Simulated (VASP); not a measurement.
Set up this calculation in VASP 6.6.1, as the native input.

- Task: single point
- Functional: revPBE
- Potentials or basis: VASP PAW PBE potentials, release 64 (Na_pv, Cl)
- Cutoff: 500 eV
- k mesh: 4 × 4 × 4
- Occupations: gaussian, width 0.1 eV
- Spin: collinear spin
- Starting moments: [0.0, 4.0] μB
- Dipole correction: no
- Further INCAR settings: ALGO = Normal; EDIFF = 1e-06; NBANDS = 18

The structure of NaCl lies in POSCAR:

```
NaCl
1.0
    0.0000000000      2.7800224620      2.7800224620
    2.7800224620      0.0000000000      2.7800224620
    2.7800224620      2.7800224620      0.0000000000
Na Cl
1 1
Direct
    0.0000000000      0.0000000000      0.0000000000
    0.5000000000      0.5000000000      0.5000000000
```

These files were run (other wordings do the same):

INCAR

```
SYSTEM = NaCl
PREC = Accurate ; ENCUT = 500
EDIFF = 1E-6 ; ISMEAR = 0
SIGMA = 0.1 ; LREAL = .FALSE.
LASPH = .TRUE. ; NELM = 200
ALGO = Normal ; ISIF = 2
LWAVE = .FALSE. ; LCHARG = .FALSE.
ISPIN = 2 ; MAGMOM = 0 4
LORBIT = 11 ; GGA = RE
NBANDS = 18 ; GGA_COMPAT = .FALSE.
```

KPOINTS

```
regular mesh
0
G
  4 4 4
  0 0 0
```

Potentials or basis: VASP PAW PBE potentials, release 64 (Na_pv, Cl).

Command:

```console
$ cat potpaw_PBE.64/Na_pv/POTCAR potpaw_PBE.64/Cl/POTCAR > POTCAR
$ mpirun -np 1 vasp_std > vasp.out
```

It gave:

```
Pressure                                              : 3.7 GPa
Band gap on the k mesh                                : 5.55 eV
Net moment                                            : 0.00 μB per cell
Valence electrons inside the program's atomic spheres : Na 6.03; Cl 5.21
```

Caveat: the k points lie up to 0.49 Å⁻¹ apart; the PAW data sets were made with another functional, which shifts forces and pressure a little.

It took 16 s on 1 thread of Intel Xeon 8259CL, on a shared host, peak memory 0.17 GiB.
